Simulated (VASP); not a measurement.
A run of VASP 6.6.1:

INCAR

```
SYSTEM = FeO
PREC     = Accurate       ! precision mode
ENCUT    = 600            ! plane-wave cutoff, eV
EDIFF    = 1E-8           ! SCF threshold, eV
ISMEAR   = -1             ! smearing method
SIGMA    = 0.05           ! smearing width, eV
LREAL    = .FALSE.        ! projectors in reciprocal space
LASPH    = .TRUE.         ! aspherical terms in the spheres
NELM     = 150            ! most SCF steps
ALGO     = Normal         ! electronic algorithm
ISIF     = 3              ! what is computed and relaxed
LWAVE    = .FALSE.        ! write WAVECAR
LCHARG   = .FALSE.        ! write CHGCAR
ISPIN    = 2              ! spin polarisation
MAGMOM   = 3 0            ! initial moments
LORBIT   = 11             ! projections on sites
LMAXMIX  = 4              ! l up to which the mixer works
GGA      = PS             ! functional
NBANDS   = 18             ! bands
IBRION   = 6              ! ionic algorithm
NFREE    = 2            
POTIM    = 0.015          ! step
NSW      = 1              ! ionic steps
```

Contents of KPOINTS:

```
Automatic mesh
0
G
  8 8 8
  0 0 0
```

Contents of POSCAR:

```
FeO
1.0
    0.0000000000      2.1554000000      2.1554000000
    2.1554000000      0.0000000000      2.1554000000
    2.1554000000      2.1554000000      0.0000000000
Fe O
1 1
Direct
    0.0000000000      0.0000000000      0.0000000000
    0.5000000000      0.5000000000      0.5000000000
```

Potentials or basis: VASP PAW PBE potentials, release 64 (Fe, O).

Launch:

```console
$ cat potpaw_PBE.64/Fe/POTCAR potpaw_PBE.64/O/POTCAR > POTCAR
$ mpirun -np 1 vasp_std > vasp.out
```

Hardware: 1 thread of Intel Xeon 8259CL, with other jobs on the host.

Estimate the wall time of this run.

It took 19 min on 1 thread of Intel Xeon 8259CL, with other jobs on the host, peak memory 0.31 GiB. Counts: scf iterations 207, k points 29.
